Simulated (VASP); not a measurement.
Wanted: the native input for a VASP 6.6.1 run.

```
Task                   : single point
Functional             : PBEsol
Potentials or basis    : VASP PAW PBE potentials, release 64 (Ge_d)
Cutoff                 : 520 eV
k mesh                 : 13 × 13 × 13
Occupations            : fermi-dirac, width 0.1 eV
Spin                   : no spin polarisation
Dipole correction      : no
Further INCAR settings : ALGO = Normal; EDIFF = 1e-07; NBANDS = 13
```

The structure of Ge lies in POSCAR:

```
Ge
1.0
    2.7037654707      0.0000000000      0.0000000000
    0.0000000000      2.7037654707      0.0000000000
    0.0000000000      0.0000000000      2.7037654707
Ge
1
Direct
    0.0000000000      0.0000000000      0.0000000000
```

This cell differs from its parent crystal: volume scaled by 1.04.

These files were run (other wordings do the same):

INCAR

```
ALGO = Normal
EDIFF = 1E-7
ENCUT = 520
GGA = PS
ISIF = 2
ISMEAR = -1
LASPH = True
LCHARG = False
LREAL = False
LWAVE = False
NBANDS = 13
NELM = 100
PREC = Accurate
SIGMA = 0.1
```

KPOINTS

```
k-points
0
Gamma
  13 13 13
```

Potentials or basis: VASP PAW PBE potentials, release 64 (Ge_d).

Launch:

```sh
$ cat potpaw_PBE.64/Ge_d/POTCAR > POTCAR
$ mpirun -np 1 vasp_std > vasp.out
```

Results of the run:

```json
{"Pressure": "-2.9 GPa", "Band gap on the k mesh": "zero (band 7 reaches 12.47 eV, above the bottom of band 8 at 3.58 eV)"}
```

Caveat: the PAW data sets were made with another functional, which shifts forces and pressure a little.

Wall time 26 s on 1 thread of AMD EPYC 7R43 64-Core Processor (Zen 3), with other jobs on the host, peak memory 0.1 GiB.
